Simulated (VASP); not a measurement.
Wanted: the native input for a VASP 6.6.1 run.

```
Task                   : relaxation of cell and atoms
Functional             : PBE
Potentials or basis    : VASP PAW PBE potentials, release 64 (Na_pv, Cd, Ir)
Cutoff                 : 600 eV
k mesh                 : 8 × 8 × 8
Occupations            : gaussian, width 0.1 eV
Spin                   : no spin polarisation
Dipole correction      : no
Further INCAR settings : ALGO = Fast; EDIFF = 1e-07; IBRION = 2; EDIFFG = -0.01; NSW = 100; ISIF = 3
```

The structure of Na4CdIr lies in POSCAR:

```
Na4CdIr
1.0
    0.0000000000      3.9889547210      3.9889547210
    3.9889547210      0.0000000000      3.9889547210
    3.9889547210      3.9889547210      0.0000000000
Na Cd Ir
4 1 1
Direct
    0.1201812294      0.6266062569      0.6266062569
    0.6266062569      0.6266062569      0.6266062569
    0.6266062569      0.1201812294      0.6266062569
    0.6266062569      0.6266062569      0.1201812294
    0.2500000000      0.2500000000      0.2500000000
    0.0000000000      0.0000000000      0.0000000000
```

One way to write it, as run:

INCAR

```
SYSTEM = Na4CdIr
PREC = Accurate
ENCUT = 600
EDIFF = 1E-7
ISMEAR = 0
SIGMA = 0.1
LREAL = .False.
LASPH = .True.
NELM = 60
ALGO = Fast
ISIF = 3
LWAVE = .False.
LCHARG = .False.
GGA = PE
IBRION = 2
NSW = 100
EDIFFG = -0.01
```

KPOINTS

```
regular mesh
0
Gamma
  8 8 8
  0 0 0
```

Potentials or basis: VASP PAW PBE potentials, release 64 (Na_pv, Cd, Ir).

The run is started by

```sh
$ cat potpaw_PBE.64/Na_pv/POTCAR potpaw_PBE.64/Cd/POTCAR potpaw_PBE.64/Ir/POTCAR > POTCAR
$ mpirun -np 1 vasp_std > vasp.out
```

Results of the run:

```json
{
  "Relaxed volume": "21.22 Å³/atom",
  "Relaxed cell": "a = 5.647 Å, b = 5.647 Å, c = 5.647 Å, α = 60.00°, β = 60.00°, γ = 60.00°",
  "Space group after relaxing (to 0.1 Å)": "F-43m (No. 216)",
  "Energy gained by relaxing": "0.0 meV/atom",
  "Ionic steps": "2",
  "Pressure after relaxing": "0.1 GPa",
  "Largest force after relaxing": "0.004 eV/Å",
  "Band gap on the k mesh": "zero (an odd number of electrons rules out a gap without spin polarisation)"
}
```

Caveat: spin-orbit coupling is left out, which moves the levels of the heavy elements.

It took 4 min on 1 thread of AMD EPYC 9R45 96-Core Processor (Zen 5) (shared host), peak memory 0.38 GiB.
